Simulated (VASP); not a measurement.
# Si4Cl in VASP: further runs

Runs on Si4Cl. Level: PBE+D3(BJ). Tasks: single point.

All numbers are computed with VASP 6.6.1; they aren't measurements. Logs are shortened: lines on timing, memory, paths and dates and some standing lists are left out, and cuts for length are marked.

## Step 1: The cell of the first run

The cell holds a slab with vacuum, 5 atoms: a = 3.833 Å, b = 3.833 Å, c = 20.908 Å, α = 90.00°, β = 90.00°, γ = 120.00°.

## Step 2: Single point, PBE+D3(BJ), collinear spin

File INCAR:

```
SYSTEM = Si4Cl
PREC     = Accurate       ! precision mode
ENCUT    = 400            ! plane-wave cutoff, eV
EDIFF    = 1E-6           ! SCF threshold, eV
ISMEAR   = 0              ! smearing method
SIGMA    = 0.05           ! smearing width, eV
LREAL    = .FALSE.        ! projectors in reciprocal space
LASPH    = .TRUE.         ! aspherical terms in the spheres
NELM     = 200            ! most SCF steps
ALGO     = Normal         ! electronic algorithm
ISIF     = 2              ! what is computed and relaxed
LWAVE    = .FALSE.        ! write WAVECAR
LCHARG   = .FALSE.        ! write CHGCAR
ISPIN    = 2              ! spin polarisation
MAGMOM   = 0 0 0 0 1      ! initial moments
LORBIT   = 11             ! projections on sites
LDIPOL   = .TRUE.       
IDIPOL   = 3            
DIPOL    = 0.5 0.5 0.326
GGA      = PE             ! functional
IVDW     = 12             ! dispersion correction
NBANDS   = 24             ! bands
GGA_COMPAT= .FALSE.      
NELMDL   = -8
```

File KPOINTS:

```
Automatic mesh
0
G
  9 9 1
  0 0 0
```

File POSCAR:

```
Si4Cl
1.0
    3.8333442755      0.0000000000      0.0000000000
   -1.9166721377      3.3197735240      0.0000000000
    0.0000000000      0.0000000000     20.9083831947
Si Cl
4 1
Direct
    0.3333333333      0.6666666667      0.1913108232
    0.0000000000      0.0000000000      0.2287349567
    0.0000000000      0.0000000000      0.3468742304
    0.6666666667      0.3333333333      0.3782398247
    0.6666666667      0.5000000000      0.4834607775
```

Potentials or basis: VASP PAW PBE potentials, release 64 (Si, Cl).

Launch:

```
$ cat potpaw_PBE.64/Si/POTCAR potpaw_PBE.64/Cl/POTCAR > POTCAR
$ mpirun -np 1 vasp_std > vasp.out
```

OUTCAR:

```text
SYSTEM = Si4Cl
   PREC = Accurate
   ENCUT = 400
   EDIFF = 1E-6
   ISMEAR = 0
   LREAL = .FALSE.
   LASPH = .TRUE.
   NELM = 200
   ISIF = 2
   ISPIN = 2
   LORBIT = 11
   GGA = PE
   IVDW = 12
   NELMDL = -8
 IVDW          = 12

 ion  position               nearest neighbor table
   1  0.333  0.667  0.191-   2 2.35   2 2.35   2 2.35
   2  0.000  0.000  0.229-   1 2.35   1 2.35   1 2.35   3 2.47
   3  0.000  0.000  0.347-   4 2.31   4 2.31   4 2.31   2 2.47
   4  0.667  0.333  0.378-   5 2.29   3 2.31   3 2.31   3 2.31
   5  0.667  0.500  0.483-   4 2.29

  LATTYP: Found a hexagonal cell.
 ALAT       =     3.8333442755
 C/A-ratio  =     5.4543452641

  Lattice vectors:

 A1 = (   3.8333442755,   0.0000000000,   0.0000000000)
 A2 = (  -1.9166721377,   3.3197735240,   0.0000000000)
 A3 = (   0.0000000000,   0.0000000000,  20.9083831947)

Analysis of symmetry for initial positions (statically):
=====================================================================
 Subroutine PRICEL returns:
 Original cell was already a primitive cell.

 Routine SETGRP: Setting up the symmetry group for a
 hexagonal supercell.

 Subroutine GETGRP returns: Found  1 space group operations
 (whereof  1 operations were pure point group operations)
 out of a pool of 24 trial point group operations.

The static configuration has the point symmetry C_1 .

Analysis of symmetry for dynamics (positions and initial velocities):
=====================================================================
 Subroutine PRICEL returns:
 Original cell was already a primitive cell.

 Routine SETGRP: Setting up the symmetry group for a
 hexagonal supercell.

 Subroutine GETGRP returns: Found  1 space group operations
 (whereof  1 operations were pure point group operations)
 out of a pool of 24 trial point group operations.

The dynamic configuration has the point symmetry C_1 .

Analysis of structural, dynamic, and magnetic symmetry:
=====================================================================
 Subroutine PRICEL returns:
 Original cell was already a primitive cell.

 Routine SETGRP: Setting up the symmetry group for a
 hexagonal supercell.

 Subroutine GETGRP returns: Found  1 space group operations
 (whereof  1 operations were pure point group operations)
 out of a pool of 24 trial point group operations.

The overall configuration has the point symmetry C_1 .

 Subroutine INISYM returns: Found  1 space group operations
 (whereof  1 operations are pure point group operations),
 and found     1 'primitive' translations

----------------------------------------------------------------------------------------

                                     Primitive cell

  volume of cell :     266.0766

  direct lattice vectors                    reciprocal lattice vectors
     3.833344276  0.000000000  0.000000000     0.260868821  0.150612684  0.000000000
    -1.916672138  3.319773524  0.000000000     0.000000000  0.301225368  0.000000000
     0.000000000  0.000000000 20.908383195     0.000000000  0.000000000  0.047827706

  length of vectors
     3.833344276  3.833344275 20.908383195     0.301225368  0.301225368  0.047827706

  position of ions in fractional coordinates (direct lattice)
     0.333333333  0.666666667  0.191310823
     0.000000000  0.000000000  0.228734957
     0.000000000  0.000000000  0.346874230
     0.666666667  0.333333333  0.378239825
     0.666666667  0.500000000  0.483460777

  ion indices of the primitive-cell ions
   primitive index   ion index
                 1           1
                 2           2
                 3           3
                 4           4
                 5           5

----------------------------------------------------------------------------------------

 KPOINTS: Automatic mesh
[... 29 lines left out ...]
  0.222222  0.000000  0.000000      2.000000
  0.000000  0.222222  0.000000      2.000000
[... 16 lines left out ...]
  0.333333  0.111111  0.000000      2.000000
 -0.111111  0.444444  0.000000      2.000000
 [... further k-points ...]
   k-points           NKPTS =     41   k-points in BZ     NKDIM =     41   number of bands    NBANDS=     24
   number of dos      NEDOS =    301   number of ions     NIONS =      5
   total plane-waves  NPLWV = 109760
   dimension x,y,z NGX =    28 NGY =   28 NGZ =  140
   dimension x,y,z NGXF=    56 NGYF=   56 NGZF=  280
   ions per type =               4   1
   NGX,Y,Z   is equivalent  to a cutoff of  12.14, 12.14, 11.13 a.u.
   NGXF,Y,Z  is equivalent  to a cutoff of  24.29, 24.29, 22.26 a.u.
 SYSTEM =  Si4Cl
   PREC   = accura    normal or accurate (medium, high low for compatibility)
   ISTART =      0    job   : 0-new  1-cont  2-samecut
   ICHARG =      2    charge: 1-file 2-atom 10-const
   ISPIN  =      2    spin polarized calculation?
   LNONCOLLINEAR =      F non collinear calculations
   LSORBIT =      F    spin-orbit coupling
   LASPH  =      T    aspherical Exc in radial PAW
   ENCUT  =  400.0 eV  29.40 Ry    5.42 a.u.   6.25  6.25 34.10*2*pi/ulx,y,z
   NELM   =    200;   NELMIN=  2; NELMDL= -8     # of ELM steps
   EDIFF  = 0.1E-05   stopping-criterion for ELM
   LREAL  =      F    real-space projection
   EDIFFG = 0.1E-04   stopping-criterion for IOM
   NSW    =      0    number of steps for IOM
   IBRION =     -1    ionic relax: 0-MD 1-quasi-New 2-CG
   NFREE  =      0    steps in history (QN), initial steepest desc. (CG)
   ISIF   =      2    stress and relaxation
   ISYM   =      2    0-nonsym 1-usesym 2-fastsym
   POTIM  = 0.5000    time-step for ionic-motion
   TEBEG  =    0.0;   TEEND  =   0.0 temperature during run
   PSTRESS=    0.0 pullay stress
   NELECT =      23.0000    total number of electrons
   NUPDOWN=      -1.0000    fix difference up-down
   EMIN   =  10.00;   EMAX   =-10.00  energy-range for DOS
   EFERMI =   0.00;   METHOD = LEGACY
   ISMEAR =     0;   SIGMA  =   0.05  broadening in eV -4-tet -1-fermi 0-gaus
   EFERMI_NEDOS =   21; number of points for ismear=-14 and -15
   IALGO  =     38    algorithm
   IMIX   =      4    mixing-type and parameters
     AMIX     =   0.40;   BMIX     =  1.00
     AMIX_MAG =   1.60;   BMIX_MAG =  1.00
  volume/ion in A,a.u.               =      53.22       359.11
  Fermi-wavevector in a.u.,A,eV,Ry     =   0.723850  1.367878  7.128891  0.523959
  Thomas-Fermi vector in A             =   1.814171
   LORBIT       =     11    0 simple, 1 ext, 2 COOP (PROOUT), +10 PAW based schemes
   GGA     = PE    functional components
   LHFCALC =     F    Hartree Fock is set to
   AEXX    =    0.0000 exact exchange contribution
   IVDW    =    12    specifies the selected vdW correction
   LEPSILON=     F    determine dielectric tensor
   LRPA    =     F    only Hartree local field effects (RPA)
 spin polarized calculation
 Gauss-broadening in eV      SIGMA  =   0.05
  energy-cutoff  :      400.00
  volume of cell :      266.08
 maximum number of plane-waves:      4881
 NGX is ok and might be reduce to    28
   NGX = 13   NGY = 13   NGZ = 69

 dipolmoment           0.000000      0.000000     -0.014531 electrons x Angstroem

 number of electron      22.9999999 magnetization       0.9999756

 dipolmoment           0.000000      0.000000      0.120516 electrons x Angstroem

 Free energy of the ion-electron system (eV)
  ---------------------------------------------------
  ext. energy  EPLUGINS =         0.00000000
  ---------------------------------------------------
  free energy    TOTEN  =       -23.22290415 eV

  energy without entropy =      -23.22290412  energy(sigma->0) =      -23.22290413

 E-fermi :  -1.5260     XC(G=0):  -4.2353

 val. band max:       -1.6864710486   @ k =   0.0000   0.0000   0.0000
 cond. band min:      -1.3670314782   @ k =   0.0000   0.4444   0.0000
 fundamental gap:      0.3194395704
 Fermi energy:        -1.5260314904

 spin component 1

 k-point     1 :       0.0000    0.0000    0.0000
  band No.  band energies     occupation
      1     -16.2758      1.00000
      2     -12.9633      1.00000
      3     -11.8474      1.00000
      4      -7.1185      1.00000
      5      -5.0811      1.00000
      6      -3.4098      1.00000
[... 613 lines left out ...]
     22       5.9339      0.00000
     23       6.2909      0.00000

 [... further k-points ...]

 spin component 2

 k-point     1 :       0.0000    0.0000    0.0000
  band No.  band energies     occupation
      1     -16.2203      1.00000
      2     -12.8113      1.00000
      3     -11.6704      1.00000
      4      -6.8726      1.00000
      5      -4.7671      1.00000
      6      -3.3559      1.00000
[... 613 lines left out ...]
     22       6.1600      0.00000
     23       6.4711      0.00000

 [... further k-points ...]

 [bands above 23 left out]

------------------------ aborting loop because EDIFF is reached ----------------------------------------

 vacuum level on the upper side and lower side of the slab       (xc-potential included)         0.833        -0.832

 Edisp (eV)   -1.16180

 E8    (eV) :    -0.4901

  FORCE on cell =-STRESS in cart. coord.  units (eV):
  Direction    XX          YY          ZZ          XY          YZ          ZX
  --------------------------------------------------------------------------------------
  -------------------------------------------------------------------------------------
  Total       0.75435     0.57558    -5.60641     0.27788    -1.59611     0.86271
  in kB       4.54228     3.46587   -33.75893     1.67328    -9.61094     5.19482
  external pressure =       -8.58 kB  Pullay stress =        0.00 kB

 VOLUME and BASIS-vectors are now :
 -----------------------------------------------------------------------------
  energy-cutoff  :      400.00
  volume of cell :      266.08
      direct lattice vectors                 reciprocal lattice vectors
     3.833344276  0.000000000  0.000000000     0.260868821  0.150612684  0.000000000
    -1.916672138  3.319773524  0.000000000     0.000000000  0.301225368  0.000000000
     0.000000000  0.000000000 20.908383195     0.000000000  0.000000000  0.047827706

 POSITION                                       TOTAL-FORCE (eV/Angst)
 -----------------------------------------------------------------------------------
     -0.00000      2.21318      4.00000        -0.004056      0.012585      0.446766
      0.00000      0.00000      4.78248        -0.034548      0.086399      0.106505
      0.00000      0.00000      7.25258         0.104045     -0.162288     -0.926128
      1.91667      1.10659      7.90838        -0.431670      0.691865      2.239103
      1.59723      1.65989     10.10838         0.366230     -0.628560     -1.866245
 -----------------------------------------------------------------------------------
    total drift:                               -0.000208     -0.000045     -0.000066

  FREE ENERGIE OF THE ION-ELECTRON SYSTEM (eV)
  ---------------------------------------------------
  free  energy   TOTEN  =       -24.3847087247 eV

  energy  without entropy=      -24.3847086959  energy(sigma->0) =      -24.38470871

 vacuum level on the upper side and lower side of the slab         4.922         3.208

 total charge

# of ion       s       p       d       tot
------------------------------------------
    1        0.790   0.861   0.000   1.650
    2        0.756   0.909   0.000   1.665
    3        0.762   0.940   0.000   1.702
    4        0.754   0.870   0.000   1.624
    5        1.610   3.444   0.000   5.053
--------------------------------------------------
tot          4.671   7.023   0.000  11.694

 magnetization (x)

# of ion       s       p       d       tot
------------------------------------------
    1        0.038   0.192   0.000   0.230
    2        0.003   0.013   0.000   0.016
    3        0.008   0.051   0.000   0.059
    4        0.007   0.011   0.000   0.018
    5        0.001   0.042   0.000   0.043
--------------------------------------------------
tot          0.057   0.309   0.000   0.366
```

Wall time 24 min (1 thread of Intel Xeon 8259CL, shared host); peak memory 0.56 GiB.

What came out:

| Quantity | Value |
| --- | --- |
| Free energy | -24.3847 eV |
| Largest force | 2.383 eV/Å |
| Band gap on the k mesh | 0.32 eV (least direct gap 0.39 eV) |
| Net moment | 1.00 μB per cell |
| Site moments | Si +0.23, +0.02, +0.06 (each value once); Cl +0.04 μB |
| Valence electrons inside the program's atomic spheres | Si 1.65, 1.67, 1.70, 1.62; Cl 5.05 |
| Dispersion energy per atom | -0.232 eV |

Forces on the atoms (eV/Å):
```
Si  -0.004  0.013  0.447
Si  -0.035  0.086  0.107
Si   0.104 -0.162 -0.926
Si  -0.432  0.692  2.239
Cl   0.366 -0.629 -1.866
```

## Step 3: Single point, PBE+D3(BJ), collinear spin

File INCAR:

```
ALGO = Normal
DIPOL = 0.5 0.5 0.326
EDIFF = 1E-6
ENCUT = 400
GGA = PE
GGA_COMPAT = False
IDIPOL = 3
ISIF = 2
ISMEAR = 0
ISPIN = 2
IVDW = 12
LASPH = True
LCHARG = False
LDIPOL = True
LORBIT = 11
LREAL = False
LWAVE = False
MAGMOM = 0 0 0 0 1
NBANDS = 24
NELM = 200
NELMDL = -8
PREC = Accurate
SIGMA = 0.05
```

File KPOINTS:

```
k-points
0
Gamma
  9 9 1
```

Changes to POSCAR since step 2:

```diff
@@ -12,2 +12,2 @@
     0.6666666667      0.3333333333      0.3782398247
-    0.6666666667      0.5000000000      0.4834607775
+    0.8333333333      1.0000000000      0.4834607775
```

Potentials or basis: VASP PAW PBE potentials, release 64 (Si, Cl).

Launch:

```
$ cat potpaw_PBE.64/Si/POTCAR potpaw_PBE.64/Cl/POTCAR > POTCAR
$ mpirun -np 1 vasp_std > vasp.out
```

Wall time 23 min (1 thread of Intel Xeon 8259CL, shared host); peak memory 0.56 GiB.

The run converged. Its results:

```
Free energy                                           : -23.3080 eV
Largest force                                         : 1.439 eV/Å
Net moment                                            : 0.73 μB per cell
Site moments                                          : Si +0.16, +0.01, +0.04, +0.03; Cl +0.06 μB
Valence electrons inside the program's atomic spheres : Si 1.65, 1.67, 1.60 (each value once); Cl 5.00
Dispersion energy per atom                            : -0.238 eV
```

Forces on the atoms (eV/Å):
```
Si   0.004 -0.017  0.545
Si   0.107 -0.011 -0.162
Si  -0.065  0.007 -0.242
Si   0.584 -0.370  1.093
Cl  -0.629  0.392 -1.234
```

Levels at points of the mesh, in eV from the Fermi level:
Spin up:
| k point | band 9 | band 10 | band 11 | band 12 | band 13 | band 14 | band 15 | band 16 |
| --- | --- | --- | --- | --- | --- | --- | --- | --- |
| (0.00, 0.00, 0.00) | -0.73 | -0.47 | -0.27 | -0.13 | 1.93 | 2.35 | 2.86 | 3.14 |
Spin down:
| k point | band 8 | band 9 | band 10 | band 11 | band 12 | band 13 | band 14 | band 15 |
| --- | --- | --- | --- | --- | --- | --- | --- | --- |
| (0.00, 0.00, 0.00) | -0.88 | -0.64 | -0.24 | -0.16 | 0.10 | 2.09 | 2.51 | 3.12 |
